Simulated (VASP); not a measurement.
# SnTe3 (Im-3m) in VASP: vibrations by perturbation theory with PBE

Aim: the vibrations by perturbation theory of SnTe3 with PBE.

Everything below comes from runs of VASP 6.6.1. Logs are shortened: lines on timing, memory, paths and dates and some standing lists are left out, and cuts for length are marked.

## Step 1: The cell of the first run

Symmetry: Im-3m, No. 229, cubic system. Conventional cell: a = 6.414 Å, b = 6.414 Å, c = 6.414 Å, α = 90.00°, β = 90.00°, γ = 90.00°. Within 4.2 Å of Sn (site symmetry m-3m) lie 6 Te at 3.21 Å. Within 4.2 Å of Te (site symmetry 4/mmm) lie 2 Sn at 3.21 Å and 4 Te at 3.21 Å.

## Step 2: Vibrations by perturbation theory, PBE

Input file INCAR:

```
SYSTEM = SnTe3
PREC     = Accurate       ! precision mode
ENCUT    = 520            ! plane-wave cutoff, eV
EDIFF    = 1E-8           ! SCF threshold, eV
ISMEAR   = -1             ! smearing method
SIGMA    = 0.15           ! smearing width, eV
LREAL    = .FALSE.        ! projectors in reciprocal space
LASPH    = .TRUE.         ! aspherical terms in the spheres
NELM     = 80             ! most SCF steps
ALGO     = Fast           ! electronic algorithm
ISIF     = 2              ! what is computed and relaxed
LWAVE    = .FALSE.        ! write WAVECAR
LCHARG   = .TRUE.         ! write CHGCAR
GGA      = PE             ! functional
NBANDS   = 24             ! bands
IBRION   = 8              ! ionic algorithm
NSW      = 1              ! ionic steps
```

Input file KPOINTS:

```
regular mesh
0
G
  10 10 10
  0 0 0
```

Input file POSCAR:

```
SnTe3
1.0
   -3.2069799654      3.2069799654      3.2069799654
    3.2069799654     -3.2069799654      3.2069799654
    3.2069799654      3.2069799654     -3.2069799654
Sn Te
1 3
Direct
    0.0000000000      0.0000000000      0.0000000000
    0.0000000000      0.5000000000      0.5000000000
    0.5000000000      0.0000000000      0.5000000000
    0.5000000000      0.5000000000      0.0000000000
```

Potentials or basis: VASP PAW PBE potentials, release 64 (Sn_d, Te).

Run with:

```bash
$ cat potpaw_PBE.64/Sn_d/POTCAR potpaw_PBE.64/Te/POTCAR > POTCAR
$ mpirun -np 1 vasp_std > vasp.out
```

OUTCAR:

```text
SYSTEM = SnTe3
   PREC = Accurate
   ENCUT = 520
   EDIFF = 1E-8
   ISMEAR = -1
   LREAL = .FALSE.
   LASPH = .TRUE.
   NELM = 80
   ISIF = 2
   GGA = PE
   IBRION = 8
   NSW = 1

 ion  position               nearest neighbor table
   1  0.000  0.000  0.000-   2 3.21   3 3.21   4 3.21   2 3.21   3 3.21   4 3.21
   2  0.000  0.500  0.500-   1 3.21   3 3.21   4 3.21   1 3.21   4 3.21   3 3.21
   3  0.500  0.000  0.500-   1 3.21   2 3.21   4 3.21   4 3.21   1 3.21   2 3.21
   4  0.500  0.500  0.000-   1 3.21   2 3.21   3 3.21   3 3.21   2 3.21   1 3.21

  LATTYP: Found a body centered cubic cell.
 ALAT       =     6.4139599308

  Lattice vectors:

 A1 = (  -3.2069799654,   3.2069799654,   3.2069799654)
 A2 = (   3.2069799654,  -3.2069799654,   3.2069799654)
 A3 = (   3.2069799654,   3.2069799654,  -3.2069799654)

Analysis of symmetry for initial positions (statically):
=====================================================================
 Subroutine PRICEL returns:
 Original cell was already a primitive cell.

 Routine SETGRP: Setting up the symmetry group for a
 body centered cubic supercell.

 Subroutine GETGRP returns: Found 48 space group operations
 (whereof 48 operations were pure point group operations)
 out of a pool of 48 trial point group operations.

The static configuration has the point symmetry O_h .

Analysis of symmetry for dynamics (positions and initial velocities):
=====================================================================
 Subroutine PRICEL returns:
 Original cell was already a primitive cell.

 Routine SETGRP: Setting up the symmetry group for a
 body centered cubic supercell.

 Subroutine GETGRP returns: Found 48 space group operations
 (whereof 48 operations were pure point group operations)
 out of a pool of 48 trial point group operations.

The dynamic configuration has the point symmetry O_h .

 Subroutine INISYM returns: Found 48 space group operations
 (whereof 48 operations are pure point group operations),
 and found     1 'primitive' translations

----------------------------------------------------------------------------------------

                                     Primitive cell

  volume of cell :     131.9316

  direct lattice vectors                    reciprocal lattice vectors
    -3.206979965  3.206979965  3.206979965     0.000000000  0.155909923  0.155909923
     3.206979965 -3.206979965  3.206979965     0.155909923  0.000000000  0.155909923
     3.206979965  3.206979965 -3.206979965     0.155909923  0.155909923  0.000000000

  length of vectors
     5.554652239  5.554652239  5.554652239     0.220489928  0.220489928  0.220489928

  position of ions in fractional coordinates (direct lattice)
     0.000000000  0.000000000  0.000000000
     0.000000000  0.500000000  0.500000000
     0.500000000  0.000000000  0.500000000
     0.500000000  0.500000000  0.000000000

  ion indices of the primitive-cell ions
   primitive index   ion index
                 1           1
                 2           2
                 3           3
                 4           4

[... 129 lines left out ...]
 k-point     1 :       0.0000    0.0000    0.0000
  band No.  band energies     occupation
      1     -15.4060      2.00000
      2     -15.4060      2.00000
      3     -15.3966      2.00000
      4     -15.3966      2.00000
      5     -15.3966      2.00000
      6      -6.8293      2.00000
[... 637 lines left out ...]
     23      11.0100      0.00000
     24      11.2573      0.00000

 [... further k-points ...]

------------------------ aborting loop because EDIFF is reached ----------------------------------------

  FORCE on cell =-STRESS in cart. coord.  units (eV):
  Direction    XX          YY          ZZ          XY          YZ          ZX
  --------------------------------------------------------------------------------------
  -------------------------------------------------------------------------------------
  Total       -0.0269897     -0.0269897     -0.0269897      0.0000000     -0.0000000      0.0000000
  in kB       -0.3277630     -0.3277630     -0.3277630      0.0000000     -0.0000000      0.0000000
  external PRESSURE =      -0.3277630 kB  Pullay stress =       0.0000000 kB

 VOLUME and BASIS-vectors are now :
 -----------------------------------------------------------------------------
  energy-cutoff  :      520.00
  volume of cell :      131.93
      direct lattice vectors                 reciprocal lattice vectors
    -3.206979965  3.206979965  3.206979965     0.000000000  0.155909923  0.155909923
     3.206979965 -3.206979965  3.206979965     0.155909923  0.000000000  0.155909923
     3.206979965  3.206979965 -3.206979965     0.155909923  0.155909923  0.000000000

 POSITION                                       TOTAL-FORCE (eV/Angst)
 -----------------------------------------------------------------------------------
      0.00000      0.00000      0.00000        -0.000000     -0.000000     -0.000000
      3.20698      0.00000      0.00000         0.000000     -0.000000     -0.000000
      0.00000      3.20698      0.00000        -0.000000     -0.000000     -0.000000
      0.00000      0.00000      3.20698        -0.000000      0.000000      0.000000
 -----------------------------------------------------------------------------------
    total drift:                                0.000000      0.000000     -0.000000

  FREE ENERGIE OF THE ION-ELECTRON SYSTEM (eV)
  ---------------------------------------------------
  free  energy   TOTEN  =       -13.7290334473 eV

  energy  without entropy=      -13.5937678074  energy(sigma->0) =      -13.66140063

[... ionic steps 2 to 3 ...]

--------------------------------------- Ionic step        4  -------------------------------------------

------------------------ aborting loop because EDIFF is reached ----------------------------------------

[... ionic steps 5 to 6 ...]

--------------------------------------- Ionic step        7  -------------------------------------------

------------------------ aborting loop because EDIFF is reached ----------------------------------------

--------------------------------------- Ionic step        8  -------------------------------------------

 Free energy of the ion-electron system (eV)
  ---------------------------------------------------
  ---------------------------------------------------
  free energy    TOTEN  =        -0.04951444 eV

  energy without entropy =       -0.04951444

------------------------ aborting loop because EDIFF is reached ----------------------------------------

 INTERNAL STRAIN TENSOR  FOR ION    2  DIRECTION 2   (eV/Angst):
 -----------------------------------------------------------------------------
    -0.00637  0.00000  0.00000
     0.00000  0.06993  0.00000
     0.00000  0.00000 -0.05810

 INTERNAL STRAIN TENSOR FOR ION    4 for displacements in x,y,z  (eV/Angst):
          X           Y           Z          XY          YZ          ZX
  --------------------------------------------------------------------------------
  x     0.00000     0.00000     0.00000     0.00000     0.00000     0.00000
  y     0.00000     0.00000     0.00000     0.00000     0.00000     0.00000
  z     0.00000     0.00000     0.00000     0.00000     0.00000     0.00000

 SECOND DERIVATIVES (NOT SYMMETRIZED)
 ------------------------------------
               1X          1Y          1Z          2X          2Y          2Z          3X          3Y          3Z          4X          4Y          4Z
  1X    -0.824001    0.000000    0.000000    0.211608    0.000000    0.000000    0.306196    0.000000    0.000000    0.306196    0.000000    0.000000
  1Y     0.000000   -0.824001    0.000000    0.000000    0.306196    0.000000    0.000000    0.211608    0.000000    0.000000    0.306196    0.000000
  1Z     0.000000    0.000000   -0.824001    0.000000    0.000000    0.306196    0.000000    0.000000    0.306196    0.000000    0.000000    0.211608
  2X     0.201616    0.000000    0.000000   -0.883889    0.000000    0.000000    0.341136    0.000000    0.000000    0.341136    0.000000    0.000000
  2Y     0.000000    0.296936   -0.000000    0.000000   -3.149509    0.000000    0.000000    0.340488    0.000000    0.000000    2.512085    0.000000
  2Z    -0.000000    0.000000    0.296936    0.000000    0.000000   -3.149509    0.000000    0.000000    2.512085    0.000000    0.000000    0.340488
  3X     0.296936    0.000000    0.000000    0.340488    0.000000    0.000000   -3.149509    0.000000    0.000000    2.512085    0.000000    0.000000
  3Y     0.000000    0.201616    0.000000    0.000000    0.341136    0.000000    0.000000   -0.883889    0.000000    0.000000    0.341136    0.000000
  3Z    -0.000000    0.000000    0.296936    0.000000    0.000000    2.512085    0.000000    0.000000   -3.149509    0.000000    0.000000    0.340488
  4X     0.296936    0.000000   -0.000000    0.340488    0.000000    0.000000    2.512085    0.000000    0.000000   -3.149509    0.000000    0.000000
  4Y     0.000000    0.296936   -0.000000    0.000000    2.512085    0.000000    0.000000    0.340488    0.000000    0.000000   -3.149509    0.000000
  4Z     0.000000    0.000000    0.201616    0.000000    0.000000    0.341136    0.000000    0.000000    0.341136    0.000000    0.000000   -0.883889

 Eigenvectors and eigenvalues of the dynamical matrix
 ----------------------------------------------------

   1 f  =    3.293023 THz    20.690674 2PiTHz  109.843425 cm-1    13.618843 meV
             X         Y         Z           dx          dy          dz
      0.000000  0.000000  0.000000    -0.000000    0.000000   -0.000000
      3.206980  0.000000  0.000000     0.000000    0.008597    0.033278
      0.000000  3.206980  0.000000     0.706271    0.000000   -0.033278
      0.000000  0.000000  3.206980    -0.706271   -0.008597   -0.000000
[... 71 lines left out ...]
  12 f/i=    0.011022 THz     0.069252 2PiTHz    0.367646 cm-1     0.045582 meV
             X         Y         Z           dx          dy          dz
      0.000000  0.000000  0.000000     0.040333    0.279495    0.388154
      3.206980  0.000000  0.000000     0.042582    0.294832    0.409453
      0.000000  3.206980  0.000000     0.042546    0.295078    0.409453
      0.000000  0.000000  3.206980     0.042546    0.294832    0.409795

--------------------------------------------------------------------------------------------------------

 ELASTIC MODULI CONTR FROM IONIC RELAXATION (kBar)
 Direction    XX          YY          ZZ          XY          YZ          ZX
 --------------------------------------------------------------------------------
 XX           0.0000      0.0000      0.0000      0.0000      0.0000      0.0000
 YY           0.0000      0.0000      0.0000      0.0000      0.0000      0.0000
 ZZ           0.0000      0.0000      0.0000      0.0000      0.0000      0.0000
 XY           0.0000      0.0000      0.0000      0.0000      0.0000      0.0000
 YZ           0.0000      0.0000      0.0000      0.0000      0.0000      0.0000
 ZX           0.0000      0.0000      0.0000      0.0000      0.0000      0.0000
 --------------------------------------------------------------------------------
```

Wall time 24 min (1 thread of Oxide Virtual Turin-like, shared host); peak memory 1.1 GiB.

What came out:

- Highest phonon frequency at Γ, LO-TO splitting left out: 110 cm⁻¹

Phonon frequencies in cm⁻¹ (negative: imaginary):
```tsv
q point	frequencies
(0.000, 0.000, 0.000)	0 0 0 48 48 48 53 53 53 110 110 110
```

Caveat: spin-orbit coupling is left out, which moves the levels of the heavy elements.
